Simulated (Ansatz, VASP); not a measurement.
## Two plane-wave programs on BeS

The input POSCAR:

```
BeS
1.0
    0.0000000000      2.3172971969      2.3172971969
    2.3172971969      0.0000000000      2.3172971969
    2.3172971969      2.3172971969      0.0000000000
Be S
1 1
Direct
    0.0000000000      0.0000000000      0.0000000000
    0.5000000000      0.5000000000      0.5000000000
```

The input INCAR.step1:

```
SYSTEM = BeS
PREC = Accurate
ENCUT = 520
EDIFF = 1E-5
ISMEAR = 0
SIGMA = 0.01
LREAL = .FALSE.
LASPH = .TRUE.
NELM = 100
ALGO = Normal
ISIF = 2
LWAVE = .TRUE.
LCHARG = .FALSE.
NBANDS = 11
GGA = PE
```

INCAR.step2

```
SYSTEM = BeS
PREC = Accurate
ENCUT = 520
EDIFF = 1E-6
ISMEAR = 0
SIGMA = 0.01
LREAL = .FALSE.
LASPH = .TRUE.
NELM = 100
ALGO = Normal
ISIF = 2
LWAVE = .FALSE.
LCHARG = .FALSE.
GGA = PE
LHFCALC = .TRUE.
AEXX = 0.2
HFSCREEN = 0.5
PRECFOCK = Normal
NBANDS = 11
ISTART = 1
```

The input KPOINTS:

```
Automatic mesh
0
G
  4 4 4
  0 0 0
```

Input for Ansatz:

```yaml
crystal:
  lattice:
    - [0.0, 2.3172971969, 2.3172971969]
    - [2.3172971969, 0.0, 2.3172971969]
    - [2.3172971969, 2.3172971969, 0.0]
  atoms:
    - { symbol: Be, position: [0.0, 0.0, 0.0] }
    - { symbol: S, position: [0.5, 0.5, 0.5] }
kpoints:
  mp_grid: { grid: [4, 4, 4] }
hamiltonian:
  xc: { exchange: pbe, correlation: pbe, exx: { coeff: 0.2, omega: 0.5 } }
scf:
  occupations: { method: fixed }
  n_extra_bands: 4
output:
  forces: true
  stress: true
  eigenvalues: true
```

Alike in both runs: task single point; functional PBE-based screened hybrid; k mesh 4 × 4 × 4; no spin polarisation.

```csv
,VASP,Ansatz
version,VASP 6.6.1,Ansatz 0.2.0
potentials or method,"VASP PAW PBE potentials, release 64 (Be, S)",plane waves
plane-wave cutoff (eV),520,420
occupations,"gaussian, width 0.01 eV",fixed
valence electrons in the cell,8,8
```

Ansatz gave:

| Property | Result |
| --- | --- |
| gap on the k mesh at the Fermi level (eV) | 1.50 |
| pressure (GPa) | 0.3 |

Which values does VASP return?

gap on the k mesh at the Fermi level (eV): 1.50; pressure (GPa): 0.1.

VASP's potentials were made for PBE, not for PBE-based screened hybrid. Ansatz's warnings: stress exchange threshold loose, stress scf threshold loose.

The k mesh is coarse, so the values compare programs but aren't converged.
